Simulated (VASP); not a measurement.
Write the native input for VASP 6.6.1 that does the following.

```
Task                   : single point
Functional             : PBE
Potentials or basis    : VASP PAW PBE potentials, release 64 (Cu)
Cutoff                 : 600 eV
k mesh                 : 8 × 8 × 8
Occupations            : gaussian, width 0.1 eV
Spin                   : no spin polarisation
Dipole correction      : no
Further INCAR settings : ALGO = Normal; EDIFF = 1e-06; NBANDS = 12
```

The structure of Cu lies in POSCAR:

```
Cu
1.0
    0.0000000000      1.7850000000      1.7850000000
    1.7850000000      0.0000000000      1.7850000000
    1.7850000000      1.7850000000      0.0000000000
Cu
1
Direct
    0.0000000000      0.0000000000      0.0000000000
```

These files were run (other wordings do the same):

INCAR

```
SYSTEM = Cu
  ALGO = Normal
  EDIFF = 1E-6
  ENCUT = 600
  GGA = PE
  GGA_COMPAT = .False.
  ISIF = 2
  ISMEAR = 0
  LASPH = .True.
  LCHARG = .False.
  LREAL = .False.
  LWAVE = .False.
  NBANDS = 12
  NELM = 120
  PREC = Accurate
  SIGMA = 0.1
```

KPOINTS

```
k-points
0
Gamma
  8 8 8
  0 0 0
```

Potentials or basis: VASP PAW PBE potentials, release 64 (Cu).

Run with:

```bash
$ cat potpaw_PBE.64/Cu/POTCAR > POTCAR
$ mpirun -np 1 vasp_std > vasp.out
```

It gave:

| Property | Result |
| --- | --- |
| Pressure | 9.5 GPa |

Caveat: the k points lie up to 0.38 Å⁻¹ apart.

It took 3 s on 1 thread of AMD EPYC 9R45 96-Core Processor (Zen 5), with other jobs on the host, peak memory 0.09 GiB.
